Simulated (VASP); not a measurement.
Write the native input for VASP 6.6.1 that does the following.

```
Task                   : relaxation of shape and atoms at fixed volume
Functional             : PBE
Potentials or basis    : VASP PAW PBE potentials, release 64 (Ti_sv, O)
Cutoff                 : 600 eV
k mesh                 : 8 × 8 × 8
Occupations            : gaussian, width 0.02 eV
Spin                   : no spin polarisation
Hubbard terms          : Ti d U = 4.0 eV
Dipole correction      : no
Further INCAR settings : ALGO = Normal; EDIFF = 1e-06; IBRION = 2; EDIFFG = -0.01; NSW = 50; ISIF = 4
```

The structure of TiO2 lies in POSCAR:

```
TiO2
1.0
   -1.8777129178      1.8777129178      4.7487412091
    1.8777129178     -1.8777129178      4.7487412091
    1.8777129178      1.8777129178     -4.7487412091
Ti O
2 4
Direct
    0.0000000000      0.0000000000      0.0000000000
    0.7500000000      0.2500000000      0.5000000000
    0.2074374149      0.2074374149      0.0000000000
    0.9574374149      0.4574374149      0.5000000000
    0.5425625851      0.0425625851      0.5000000000
    0.7925625851      0.7925625851      0.0000000000
```

These files were run (other wordings do the same):

INCAR

```
SYSTEM = TiO2
  ALGO = Normal
  EDIFF = 1E-6
  EDIFFG = -0.01
  ENCUT = 600
  GGA = PE
  IBRION = 2
  ISIF = 4
  ISMEAR = 0
  LASPH = .True.
  LCHARG = .False.
  LDAU = .True.
  LDAUJ = 0 0
  LDAUL = 2 -1
  LDAUPRINT = 1
  LDAUTYPE = 2
  LDAUU = 4 0
  LMAXMIX = 4
  LREAL = .False.
  LWAVE = .False.
  NELM = 150
  NSW = 50
  PREC = Accurate
  SIGMA = 0.02
```

KPOINTS

```
k-points
0
Gamma
  8 8 8
  0 0 0
```

Potentials or basis: VASP PAW PBE potentials, release 64 (Ti_sv, O).

Command:

```sh
$ cat potpaw_PBE.64/Ti_sv/POTCAR potpaw_PBE.64/O/POTCAR > POTCAR
$ mpirun -np 1 vasp_std > vasp.out
```

Results of the run:

```json
{"Energy gained by relaxing": "7.8 meV/atom", "Ionic steps": "5", "Pressure after relaxing": "14.4 GPa", "Largest force after relaxing": "0.004 eV/Å", "Band gap on the k mesh": "2.52 eV (least direct gap 3.01 eV)"}
```

Run time: 6.6 min on 1 thread of Intel(R) Xeon(R) 6975P-C (Granite Rapids) (shared host), peak memory 0.4 GiB.
